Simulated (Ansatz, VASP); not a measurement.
## Two plane-wave programs on Rh

INCAR

```
SYSTEM = Rh
  PREC = Accurate
  ENCUT = 520
  EDIFF = 1E-6
  ISMEAR = -1
  SIGMA = 0.05
  LREAL = .FALSE.
  LASPH = .TRUE.
  NELM = 80
  ALGO = Normal
  ISIF = 2
  LWAVE = .FALSE.
  LCHARG = .TRUE.
  GGA = PE
  LELF = .TRUE.
  LVHAR = .TRUE.
  NBANDS = 14
```

Contents of KPOINTS:

```
Automatic mesh
0
G
  17 17 17
  0 0 0
```

File POSCAR:

```
Rh
1.0
    0.0000000000      1.7398856045      1.7398856045
    1.7398856045      0.0000000000      1.7398856045
    1.7398856045      1.7398856045      0.0000000000
Rh
1
Direct
    0.0000000000      0.0000000000      0.0000000000
```

Input for Ansatz:

```yaml
crystal:
  lattice:
    - [0.0, 1.7398856045, 1.7398856045]
    - [1.7398856045, 0.0, 1.7398856045]
    - [1.7398856045, 1.7398856045, 0.0]
  atoms:
    - { symbol: Rh, position: [0.0, 0.0, 0.0] }
kpoints:
  mp_grid: { grid: [17, 17, 17] }
scf:
  occupations: { method: fermi_dirac, width: 0.05 }
hamiltonian:
  xc: pbe
  pseudopotentials: { kind: paw }
output:
  forces: true
  stress: true
  eigenvalues: true
  populations: true
```

Change from the starting cell: volume scaled by 0.75, PAW files.

Alike in both runs: task single point; functional PBE; k mesh 17 × 17 × 17; occupations fermi-dirac, width 0.05 eV; no spin polarisation.

|  | VASP | Ansatz |
| --- | --- | --- |
| version | VASP 6.6.1 | Ansatz 0.2.0 |
| potentials or method | VASP PAW PBE potentials, release 64 (Rh_pv) | PAW with Ansatz's default frozen-core files, scalar-relativistic |
| plane-wave cutoff (eV) | 520 | 420 |
| valence electrons in the cell | 15 | 17 |

```csv
,VASP,Ansatz,Ansatz less VASP
pressure (GPa),153.5,152.8,-0.76
```

Both programs put the cell under a high pressure, so it lies far from rest at this level. The functional is the same, so the differences come from potentials, cutoffs and numerics. VASP's potentials hold 15 valence electrons a cell and Ansatz's 17, so a difference there can come from the potentials and not from the codes.

Noted on VASP's run: the cell as given lies far from equilibrium.
